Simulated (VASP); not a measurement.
# Hf2Se3S3 in VASP: a series of runs

The runs below take Hf2Se3S3 through single point, with PBE+D3(BJ).

Everything below comes from runs of VASP 6.6.1. Logs are shortened: lines on timing, memory, paths and dates and some standing lists are left out, and cuts for length are marked.

## (1) The cell of the first run

The cell holds an amorphous packing of atoms, 16 atoms: a = 7.367 Å, b = 7.510 Å, c = 7.374 Å, α = 90.64°, β = 90.28°, γ = 90.68°.

## (2) Single point, PBE+D3(BJ)

The input, INCAR:

```
  PREC = Accurate
  ENCUT = 520
  EDIFF = 1E-6
  ISMEAR = -1
  SIGMA = 0.1896
  LREAL = Auto
  LASPH = T
  NELM = 100
  ALGO = Normal
  ISIF = 2
  LWAVE = F
  LCHARG = F
  GGA = PE
  IVDW = 12
  NBANDS = 70
  ISYM = 0
```

The input, KPOINTS:

```
Automatic mesh
0
Gamma
  1 1 1
  0.25 0.25 0.25
```

The input, POSCAR:

```
Hf2Se3S3
1.0
    7.3673110000     -0.0439010000     -0.0180960000
   -0.0439010000      7.5102110000     -0.0415870000
   -0.0180960000     -0.0415870000      7.3739650000
Hf Se S
4 6 6
Direct
    0.0689972385      0.6052915810      1.0011167445
    0.5000173072      0.7811145094      0.6025806364
    0.4352132806      0.8767335700      0.0043716425
    0.8689527465      0.1419000442      0.1846581542
    0.6596301586      0.1025661621      0.8629402345
    0.2193526518      0.3433799400      0.1362445505
    0.6405712876     -0.0919395545      0.2833295639
    0.7764621448      0.6643696339      0.7494810457
    0.5300921558      0.4288920424      0.4821496822
   -0.0378437936      0.2318594788      0.5128282435
    0.1978379632      0.7268487517      0.2795875129
    0.2173297155      0.8258734478      0.7540303483
    0.4964641795      0.5107498066     -0.0206905555
    0.2484906677      0.3355751939      0.5871431791
    0.8065353758      0.4403389752      0.1044775017
    0.1435433703     -0.0223625146      1.1122009083
```

Potentials or basis: VASP PAW PBE potentials, release 64 (Hf_pv, Se, S).

Launch:

```console
> cat potpaw_PBE.64/Hf_pv/POTCAR potpaw_PBE.64/Se/POTCAR potpaw_PBE.64/S/POTCAR > POTCAR
> mpirun -np 1 vasp_std > vasp.out
```

OUTCAR:

```text
PREC = Accurate
   ENCUT = 520
   EDIFF = 1E-6
   ISMEAR = -1
   LREAL = Auto
   LASPH = T
   NELM = 100
   ISIF = 2
   GGA = PE
   IVDW = 12
   ISYM = 0
 IVDW          = 12

 ion  position               nearest neighbor table
   1  0.069  0.605  0.001-  15 2.42  11 2.42   6 2.48  12 2.70   8 2.88  16 2.95  13 3.24   3 3.36

   2  0.500  0.781  0.603-  12 2.39   8 2.48   7 2.75   9 2.79   3 3.08  11 3.27   5 3.27
   3  0.435  0.877  0.004-  16 2.42  12 2.46   7 2.55   5 2.59  13 2.79  11 2.91   2 3.08   1 3.36

   4  0.869  0.142  0.185-  15 2.37  16 2.44   7 2.53  10 2.59   5 2.83   6 3.00
   5  0.660  0.103  0.863-   3 2.59   4 2.83   2 3.27
   6  0.219  0.343  0.136-   1 2.48  13 2.66   4 3.00
   7  0.641  0.908  0.283-   4 2.53   3 2.55   2 2.75
   8  0.776  0.664  0.749-   2 2.48   1 2.88
   9  0.530  0.429  0.482-  14 2.32   2 2.79
  10  0.962  0.232  0.513-  14 2.30   4 2.59
  11  0.198  0.727  0.280-  16 2.30   1 2.42   3 2.91   2 3.27
  12  0.217  0.826  0.754-   2 2.39   3 2.46   1 2.70
  13  0.496  0.511  0.979-  15 2.52   6 2.66   3 2.79   1 3.24
  14  0.248  0.336  0.587-  10 2.30   9 2.32
  15  0.807  0.440  0.104-   4 2.37   1 2.42  13 2.52
  16  0.144  0.978  0.112-  11 2.30   3 2.42   4 2.44   1 2.95

IMPORTANT INFORMATION: All symmetrisations will be switched off!
NOSYMM: (Re-)initialisation of all symmetry stuff for point group C_1.

----------------------------------------------------------------------------------------

                                     Primitive cell

  volume of cell :     407.9724

  direct lattice vectors                    reciprocal lattice vectors
     7.367311000 -0.043901000 -0.018096000     0.135740303  0.000795340  0.000337598
    -0.043901000  7.510211000 -0.041587000     0.000795340  0.133160870  0.000752940
    -0.018096000 -0.041587000  7.373965000     0.000337598  0.000752940  0.135617327

  length of vectors
     7.367464023  7.510454450  7.374104472     0.135743053  0.133165374  0.135619837

  position of ions in fractional coordinates (direct lattice)
     0.068997239  0.605291581  0.001116745
     0.500017307  0.781114509  0.602580636
     0.435213281  0.876733570  0.004371642
     0.868952746  0.141900044  0.184658154
     0.659630159  0.102566162  0.862940235
     0.219352652  0.343379940  0.136244551
[... 8 lines left out ...]
     0.806535376  0.440338975  0.104477502
     0.143543370  0.977637485  0.112200908

  ion indices of the primitive-cell ions
   primitive index   ion index
                 1           1
                 2           2
                 3           3
                 4           4
                 5           5
                 6           6
[... 8 lines left out ...]
                15          15
                16          16

----------------------------------------------------------------------------------------

 KPOINTS: Automatic mesh

Automatic generation of k-mesh.
 Grid dimensions read from file:
 generate k-points for:    1    1    1

 Generating k-lattice:

  Cartesian coordinates                     Fractional coordinates (reciprocal lattice)
     0.135740303  0.000795340  0.000337598     1.000000000  0.000000000  0.000000000
     0.000795340  0.133160870  0.000752940     0.000000000  1.000000000  0.000000000
     0.000337598  0.000752940  0.135617327     0.000000000  0.000000000  1.000000000

  Length of vectors
     0.135743053  0.133165374  0.135619837

  Shift w.r.t. Gamma in fractional coordinates (k-lattice)
     0.250000000  0.250000000  0.250000000

 Subroutine IBZKPT returns following result:
 ===========================================

 Found      1 irreducible k-points:

 Following reciprocal coordinates:
            Coordinates               Weight
  0.250000  0.250000  0.250000      2.000000
   k-points           NKPTS =      1   k-points in BZ     NKDIM =      1   number of bands    NBANDS=     70
   number of dos      NEDOS =    301   number of ions     NIONS =     16
   total plane-waves  NPLWV = 175616
   dimension x,y,z NGX =    56 NGY =   56 NGZ =   56
   dimension x,y,z NGXF=   112 NGYF=  112 NGZF=  112
   ions per type =               4   6   6
   NGX,Y,Z   is equivalent  to a cutoff of  12.64, 12.40, 12.62 a.u.
   NGXF,Y,Z  is equivalent  to a cutoff of  25.27, 24.79, 25.25 a.u.
 SYSTEM =  unknown system
   PREC   = accura    normal or accurate (medium, high low for compatibility)
   ISTART =      0    job   : 0-new  1-cont  2-samecut
   ICHARG =      2    charge: 1-file 2-atom 10-const
   ISPIN  =      1    spin polarized calculation?
   LNONCOLLINEAR =      F non collinear calculations
   LSORBIT =      F    spin-orbit coupling
   LASPH  =      T    aspherical Exc in radial PAW
   ENCUT  =  520.0 eV  38.22 Ry    6.18 a.u.  13.70 13.96 13.71*2*pi/ulx,y,z
   NELM   =    100;   NELMIN=  2; NELMDL= -5     # of ELM steps
   EDIFF  = 0.1E-05   stopping-criterion for ELM
   LREAL  =      T    real-space projection
   EDIFFG = 0.1E-04   stopping-criterion for IOM
   NSW    =      0    number of steps for IOM
   IBRION =     -1    ionic relax: 0-MD 1-quasi-New 2-CG
   NFREE  =      0    steps in history (QN), initial steepest desc. (CG)
   ISIF   =      2    stress and relaxation
   ISYM   =      0    0-nonsym 1-usesym 2-fastsym
   POTIM  = 0.5000    time-step for ionic-motion
   TEBEG  =    0.0;   TEEND  =   0.0 temperature during run
   PSTRESS=    0.0 pullay stress
   NELECT =     112.0000    total number of electrons
   NUPDOWN=      -1.0000    fix difference up-down
   EMIN   =  10.00;   EMAX   =-10.00  energy-range for DOS
   EFERMI =   0.00;   METHOD = LEGACY
   ISMEAR =    -1;   SIGMA  =   0.19  broadening in eV -4-tet -1-fermi 0-gaus
   EFERMI_NEDOS =   21; number of points for ismear=-14 and -15
   IALGO  =     38    algorithm
   IMIX   =      4    mixing-type and parameters
     AMIX     =   0.40;   BMIX     =  1.00
     AMIX_MAG =   1.60;   BMIX_MAG =  1.00
  volume/ion in A,a.u.               =      25.50       172.07
  Fermi-wavevector in a.u.,A,eV,Ry     =   1.063989  2.010648 15.402789  1.132073
  Thomas-Fermi vector in A             =   2.199493
   LORBIT       =      0    0 simple, 1 ext, 2 COOP (PROOUT), +10 PAW based schemes
   GGA     = PE    functional components
   LHFCALC =     F    Hartree Fock is set to
   AEXX    =    0.0000 exact exchange contribution
   IVDW    =    12    specifies the selected vdW correction
   LEPSILON=     F    determine dielectric tensor
   LRPA    =     F    only Hartree local field effects (RPA)
 non-spin polarized calculation
  energy-cutoff  :      520.00
  volume of cell :      407.97
 maximum number of plane-waves:     10988
 NGX is ok and might be reduce to    54
   NGX = 27   NGY = 27   NGZ = 27

 number of electron     112.0000001 magnetization

 Free energy of the ion-electron system (eV)
  ---------------------------------------------------
  ext. energy  EPLUGINS =         0.00000000
  ---------------------------------------------------
  free energy    TOTEN  =       -93.82597041 eV

  energy without entropy =      -93.01612501  energy(sigma->0) =      -93.42104771

 E-fermi :   3.2894     XC(G=0):  -9.1203

 val. band max:        3.0640976695   @ k =   0.2500   0.2500   0.2500
 cond. band min:       3.5876952806   @ k =   0.2500   0.2500   0.2500
 fundamental gap:      0.5235976111
 Fermi energy:         3.2893809981

 k-point     1 :       0.2500    0.2500    0.2500
  band No.  band energies     occupation
      1     -28.6369      2.00000
      2     -28.5620      2.00000
      3     -28.5117      2.00000
      4     -28.4367      2.00000
      5     -28.3324      2.00000
      6     -28.3260      2.00000
[... 60 lines left out ...]
     67       5.5267      0.00002
     68       5.6439      0.00001
 [bands above 68 left out]

------------------------ aborting loop because EDIFF is reached ----------------------------------------

 Edisp (eV)   -4.98394

 E8    (eV) :    -2.1444

  FORCE on cell =-STRESS in cart. coord.  units (eV):
  Direction    XX          YY          ZZ          XY          YZ          ZX
  --------------------------------------------------------------------------------------
  -------------------------------------------------------------------------------------
  Total      -3.23201    -3.00213     2.70090    -2.44622    -0.63253    -1.32751
  in kB     -12.69264   -11.78986    10.60688    -9.60672    -2.48404    -5.21337
  external pressure =       -4.63 kB  Pullay stress =        0.00 kB

 VOLUME and BASIS-vectors are now :
 -----------------------------------------------------------------------------
  energy-cutoff  :      520.00
  volume of cell :      407.97
      direct lattice vectors                 reciprocal lattice vectors
     7.367311000 -0.043901000 -0.018096000     0.135740303  0.000795340  0.000337598
    -0.043901000  7.510211000 -0.041587000     0.000795340  0.133160870  0.000752940
    -0.018096000 -0.041587000  7.373965000     0.000337598  0.000752940  0.135617327

 POSITION                                       TOTAL-FORCE (eV/Angst)
 -----------------------------------------------------------------------------------
      0.48173      4.54279     -0.01819         0.057629      0.409949     -0.828528
      3.63859      5.81932      4.40188         0.941002     -1.042193     -1.797631
      3.16778      6.56517     -0.01210         0.986364     -0.962747      0.301369
      6.39227      1.01987      1.34004        -0.019042      0.310682     -0.274470
      4.83958      0.70545      6.34709        -0.525491     -0.528531     -0.223294
      1.59850      2.56356      0.98641         0.991862      0.038242     -0.458819
[... 8 lines left out ...]
      5.92077      3.26729      0.73751        -0.050923      0.860666      0.248899
      1.01258      7.33130      0.78411        -0.831653      0.053622      1.069425
 -----------------------------------------------------------------------------------
    total drift:                               -0.001108     -0.000966     -0.018509

  FREE ENERGIE OF THE ION-ELECTRON SYSTEM (eV)
  ---------------------------------------------------
  free  energy   TOTEN  =       -98.8099086490 eV

  energy  without entropy=      -98.0000632456  energy(sigma->0) =      -98.40498595
```

It took 42 s on 1 thread of Intel Xeon 6975P-C (Granite Rapids), shared host; peak memory 0.4 GiB.

What came out:

```
Free energy                : -98.8099 eV
Pressure                   : -0.5 GPa
Largest force              : 2.281 eV/Å
Band gap on the k mesh     : 0.52 eV
Dispersion energy per atom : -0.311 eV
```

Forces on the atoms (eV/Å):
```
Hf   0.058  0.410 -0.829
Hf   0.941 -1.042 -1.798
Hf   0.986 -0.963  0.301
Hf  -0.019  0.311 -0.274
Se  -0.525 -0.529 -0.223
Se   0.992  0.038 -0.459
Se  -0.081 -0.616  1.871
Se   0.789  0.315  0.266
Se  -0.943  0.560  0.290
Se  -0.160 -0.115 -0.184
S   -0.001  0.086 -0.302
S   -0.257 -0.480 -0.799
S   -1.418  0.891  0.160
S    0.523  0.220  0.662
S   -0.051  0.861  0.249
S   -0.832  0.054  1.069
```

Caveat: the k points lie up to 0.85 Å⁻¹ apart; spin-orbit coupling is left out, which moves the levels of the heavy elements.

## (3) Single point, PBE+D3(BJ)

The input, INCAR:

```
  ALGO = Normal
  EDIFF = 1E-6
  ENCUT = 520
  GGA = PE
  ISIF = 2
  ISMEAR = -1
  ISYM = 0
  IVDW = 12
  LASPH = True
  LCHARG = True
  LELF = True
  LREAL = Auto
  LVHAR = True
  LWAVE = False
  NBANDS = 70
  NELM = 100
  PREC = Accurate
  SIGMA = 0.1362
```

KPOINTS is that of step 2.

The input, POSCAR:

```
Hf2Se3S3
1.0
    7.3673110000     -0.0439010000     -0.0180960000
   -0.0439010000      7.5102110000     -0.0415870000
   -0.0180960000     -0.0415870000      7.3739650000
Hf Se S
4 6 6
Direct
    0.1032643167      0.6100804522     -0.0257408210
    0.5029812990      0.7700053815      0.5766827159
    0.4478058428      0.8595248021      0.0355279083
    0.8294097313      0.1733116095      0.1536739744
    0.6578508038      0.1510660911      0.8628155753
    0.2460027729      0.3004588349      0.1287296384
    0.6423080148      0.9026679394      0.3134326590
    0.7536419859      0.6625249588      0.7895880074
    0.5578941684      0.4536974183      0.4656317961
    0.9522007478      0.1922138236      0.5302091373
    0.1727452090      0.7531562420      0.3117465985
    0.2179163829      0.8532194185      0.7460532089
    0.3976755657      0.5342872991      0.9998796771
    0.3127272771      0.3029639108      0.5778453618
    0.8336311271      0.4870130457      0.1200493629
    0.1251467729      0.9645058198      0.1399992486
```

Potentials or basis: VASP PAW PBE potentials, release 64 (Hf_pv, Se, S).

Launch:

```console
> cat potpaw_PBE.64/Hf_pv/POTCAR potpaw_PBE.64/Se/POTCAR potpaw_PBE.64/S/POTCAR > POTCAR
> mpirun -np 1 vasp_std > vasp.out
```

Run time: 39 s. Hardware: 1 thread of Intel Xeon 6975P-C (Granite Rapids), shared host; peak memory 0.4 GiB.

The run converged. Its results:

```yaml
Free_energy: -97.7018 eV
Pressure: -1.2 GPa
Largest_force: 3.306 eV/Å
Band_gap_on_the_k_mesh: 0.41 eV
Dispersion_energy_per_atom: -0.313 eV
```

Forces on the atoms (eV/Å):
```
Hf  -3.156  0.916  0.360
Hf  -1.161 -0.559  2.077
Hf  -0.518  1.282 -1.133
Hf   1.354  0.462  1.663
Se  -0.818 -1.326  0.005
Se  -0.309  0.080 -0.088
Se   1.386  1.192 -0.901
Se  -0.007  1.272 -0.369
Se  -1.114 -1.414 -0.104
Se   0.421  0.602 -0.823
S    0.179 -0.677 -0.496
S    1.160 -0.539  0.207
S    3.018 -1.028 -0.514
S   -0.088  0.246  0.042
S   -0.264 -0.145  0.535
S   -0.082 -0.365 -0.460
```

Stress tensor (GPa, compression positive):
```
-2.02  0.12  0.12
 0.12 -1.32 -0.36
 0.12 -0.36 -0.19
```

Levels at points of the mesh, in eV from the valence-band top:
```
           k point  band 54  band 55  band 56  band 57  band 58  band 59
(0.25, 0.25, 0.25)    -0.41    -0.13     0.00     0.41     0.60     0.77
```

Caveat: the k points lie up to 0.85 Å⁻¹ apart; spin-orbit coupling is left out, which moves the levels of the heavy elements.

## (4) Single point, PBE+D3(BJ)

The input, INCAR:

```
SYSTEM = Hf2Se3S3
PREC     = Accurate       ! precision mode
ENCUT    = 520            ! plane-wave cutoff, eV
EDIFF    = 1E-6           ! SCF threshold, eV
ISMEAR   = -1             ! smearing method
SIGMA    = 0.1362         ! smearing width, eV
LREAL    = Auto         
LASPH    = .TRUE.         ! aspherical terms in the spheres
NELM     = 60             ! most SCF steps
ALGO     = Normal         ! electronic algorithm
ISIF     = 2              ! what is computed and relaxed
LWAVE    = .FALSE.        ! write WAVECAR
LCHARG   = .TRUE.         ! write CHGCAR
GGA      = PE             ! functional
IVDW     = 12             ! dispersion correction
LELF     = .TRUE.         ! ELF
LVHAR    = .TRUE.       
NBANDS   = 70             ! bands
ISYM     = 0
```

KPOINTS is that of step 3.

The input, POSCAR:

```
Hf2Se3S3
1.0
    7.3673110000     -0.0439010000     -0.0180960000
   -0.0439010000      7.5102110000     -0.0415870000
   -0.0180960000     -0.0415870000      7.3739650000
Hf Se S
4 6 6
Direct
    0.0977552972      0.6082707502     -0.0374125541
    0.4847176490      0.7425170027      0.5655077703
    0.4373055882      0.8499838184      0.0423370275
    0.8424050767      0.2212181861      0.1684620096
    0.6036849638      0.1312069821      0.8932778753
    0.2542372517      0.3278494985      0.1187544224
    0.6837187310      0.9304343800      0.3176131903
    0.7239541649      0.7115608130      0.7912937414
    0.5203184453      0.3887368713      0.4310824750
    0.9694973424      0.2063454790      0.5071099894
    0.2332893829      0.6962213135      0.3078926141
    0.2409821252      0.8582982794      0.7552558038
    0.4468312604      0.5186053030      0.9614040882
    0.2932712618      0.2935922208      0.6082339225
    0.8413747064      0.5364773540      0.1778424498
    0.1019797579      0.8809651791      0.1335841877
```

Launch:

```console
> cat potpaw_PBE.64/Hf_pv/POTCAR potpaw_PBE.64/Se/POTCAR potpaw_PBE.64/S/POTCAR > POTCAR
> mpirun -np 1 vasp_std > vasp.out
```

Run time: 38 s. Hardware: 1 thread of Intel Xeon 6975P-C (Granite Rapids), shared host; peak memory 0.4 GiB.

It converged, with:

```
Free energy                : -99.4808 eV
Pressure                   : -2.9 GPa
Largest force              : 2.060 eV/Å
Band gap on the k mesh     : 0.48 eV
Dispersion energy per atom : -0.313 eV
```

Forces on the atoms (eV/Å):
```
Hf  -0.445 -1.373  0.184
Hf   0.075  0.027 -1.332
Hf   1.083  0.422  0.315
Hf   0.270  0.031  0.250
Se   0.919 -0.130  0.979
Se  -1.112 -0.582 -0.688
Se  -1.264 -0.666  0.529
Se   0.998 -0.051  0.313
Se  -0.560  0.697  0.810
Se   0.719  0.110 -0.181
S    0.019  0.149 -0.497
S   -0.254 -0.311 -0.369
S   -0.538  0.141 -0.145
S   -0.360  0.132 -0.619
S    0.103 -0.388 -0.505
S    0.347  1.792  0.954
```

Stress tensor (GPa, compression positive):
```
-5.41 -0.84  1.24
-0.84 -0.82  0.78
 1.24  0.78 -2.36
```

Levels at points of the mesh, in eV from the valence-band top:
| k point | band 53 | band 54 | band 55 | band 56 | band 57 | band 58 | band 59 | band 60 |
| --- | --- | --- | --- | --- | --- | --- | --- | --- |
| (0.25, 0.25, 0.25) | -0.69 | -0.37 | -0.19 | 0.00 | 0.48 | 0.79 | 1.14 | 1.35 |

Caveat: the k points lie up to 0.85 Å⁻¹ apart; spin-orbit coupling is left out, which moves the levels of the heavy elements.

## (5) Single point, PBE+D3(BJ)

The input, INCAR:

```
PREC = Accurate
ENCUT = 520
EDIFF = 1E-6
ISMEAR = -1
SIGMA = 0.1362
LREAL = Auto
LASPH = True
NELM = 80
ALGO = Normal
ISIF = 2
LWAVE = False
LCHARG = False
GGA = PE
IVDW = 12
NBANDS = 70
ISYM = 0
```

KPOINTS is that of step 4.

The input, POSCAR:

```
Hf2Se3S3
1.0
    7.3673110000     -0.0439010000     -0.0180960000
   -0.0439010000      7.5102110000     -0.0415870000
   -0.0180960000     -0.0415870000      7.3739650000
Hf Se S
4 6 6
Direct
    0.0762232907      0.6106539049     -0.0249021252
    0.4794718489      0.7212552224      0.5358311795
    0.4388584286      0.8426397466      0.0228669978
    0.8506383197      0.2671779145      0.2102493406
    0.5924190367      0.1240514059      0.9454744280
    0.2015954776      0.3127891485      0.0512722849
    0.6753562796      0.9350291095      0.3636734515
    0.7149084416      0.7435988418      0.8020055734
    0.4474440330      0.3679564351      0.3983029688
    1.0105326834      0.1934470835      0.4987861325
    0.2908248622      0.6527590617      0.2546657135
    0.2232558114      0.8283419376      0.7194935551
    0.4493601171      0.5245532532      0.8427454181
    0.2512655104      0.3191302594      0.5938340595
    0.8444382555      0.5749974403      0.2112779723
    0.1337871792      0.9311679984      0.1897408648
```

Launch:

```console
> cat potpaw_PBE.64/Hf_pv/POTCAR potpaw_PBE.64/Se/POTCAR potpaw_PBE.64/S/POTCAR > POTCAR
> mpirun -np 1 vasp_std > vasp.out
```

Run time: 36 s. Hardware: 1 thread of Intel Xeon 6975P-C (Granite Rapids), shared host; peak memory 0.4 GiB.

Results (log left out):

* Free energy: -99.3490 eV
* Pressure: -0.3 GPa
* Largest force: 2.821 eV/Å
* Band gap on the k mesh: 0.68 eV
* Dispersion energy per atom: -0.312 eV

Forces on the atoms (eV/Å):
```
Hf   0.348  1.451  0.725
Hf  -0.471 -0.709  0.653
Hf  -0.032  0.256 -0.041
Hf   0.134 -1.141 -1.683
Se   1.233  1.506  0.400
Se  -1.996 -1.186 -0.621
Se  -0.462  0.764 -0.507
Se   0.524 -1.051 -0.193
Se   2.244  0.765 -1.530
Se  -1.771 -1.131  0.490
S   -0.945  0.181  0.437
S   -0.452  0.688  0.607
S    1.226  0.536  0.702
S    0.077  0.432  1.959
S   -0.513 -0.056 -0.057
S    0.854 -1.305 -1.343
```

Stress tensor (GPa, compression positive):
```
-2.13 -0.81  0.14
-0.81  2.57 -0.72
 0.14 -0.72 -1.43
```

Levels at points of the mesh, in eV from the valence-band top:
```
           k point  band 52  band 53  band 54  band 55  band 56  band 57  band 58  band 59  band 60  band 61
(0.25, 0.25, 0.25)    -0.56    -0.42    -0.23    -0.10     0.00     0.68     1.08     1.34     1.78     1.92
```

Caveat: the k points lie up to 0.85 Å⁻¹ apart; spin-orbit coupling is left out, which moves the levels of the heavy elements.
